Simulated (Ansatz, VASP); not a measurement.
LiH in VASP and in Ansatz

The input INCAR:

```
PREC     = Accurate       # precision mode
ENCUT    = 600            # plane-wave cutoff, eV
EDIFF    = 1E-6           # SCF threshold, eV
ISMEAR   = 0              # smearing method
SIGMA    = 0.01           # smearing width, eV
LREAL    = F              # projectors in reciprocal space
LASPH    = T              # aspherical terms in the spheres
NELM     = 80             # most SCF steps
ALGO     = Normal         # electronic algorithm
ISIF     = 3              # what is computed and relaxed
LWAVE    = F              # write WAVECAR
LCHARG   = F              # write CHGCAR
GGA      = PE             # functional
IBRION   = 2              # ionic algorithm
NSW      = 100            # ionic steps
EDIFFG   = -0.01          # ionic threshold
```

File KPOINTS:

```
regular mesh
0
Gamma
  14 14 14
```

POSCAR

```
LiH
1.0
    1.3786514723     -2.7466112860      0.0000000000
    1.3786514723      2.7466112860      0.0000000000
    0.0000000000      0.0000000000      2.6385541397
Li H
1 1
Direct
    0.5000000000      0.5000000000      0.5000000000
    0.0000000000      0.0000000000      0.0000000000
```

Input for Ansatz:

```yaml
crystal:
  lattice:
    - [1.3786514723, -2.746611286, 0.0]
    - [1.3786514723, 2.746611286, 0.0]
    - [0.0, 0.0, 2.6385541397]
  atoms:
    - { symbol: Li, position: [0.5, 0.5, 0.5] }
    - { symbol: H, position: [0.0, 0.0, 0.0] }
basis:
  ecutwfc: 420
kpoints:
  mp_grid: { grid: [14, 14, 14] }
hamiltonian:
  xc: pbe
scf:
  occupations: { method: gaussian, width: 0.01 }
output:
  forces: true
  stress: true
  eigenvalues: true
  write_density: true
  write_potential: true
  elf: true
  volumetric_format: npy
relax:
  adjacent_minimum: "off"
  f_tol: 0.01
  max_steps: 80
  cell: { stress_tol: 0.05 }
```

Change from the starting cell: species swapped into the TiNb type (Cmmm, No. 65).

Alike in both runs: task relaxation of cell and atoms; functional PBE; k mesh 14 × 14 × 14; occupations gaussian, width 0.01 eV; no spin polarisation.

```csv
,VASP,Ansatz
version,VASP 6.6.1,Ansatz 0.2.0
potentials or method,"VASP PAW PBE potentials, release 64 (Li_sv, H), cutoff 600 eV","scalar-relativistic, plane waves, PAW"
valence electrons in the cell,4,4
```

```tsv
	VASP	Ansatz	Ansatz less VASP
gap on the k mesh at the Fermi level, each at its own relaxed structure (eV)	0.06	0.07	+0.014
relaxed volume (Å³/atom)	9.94	9.99	+0.050
relaxed length of the cell vector where the two differ most in proportion (Å)	3.067	3.073	+0.0060
```

Noted on VASP's run: the cutoff is under 1.25 times that of the potentials, so the pressure is a little rough.
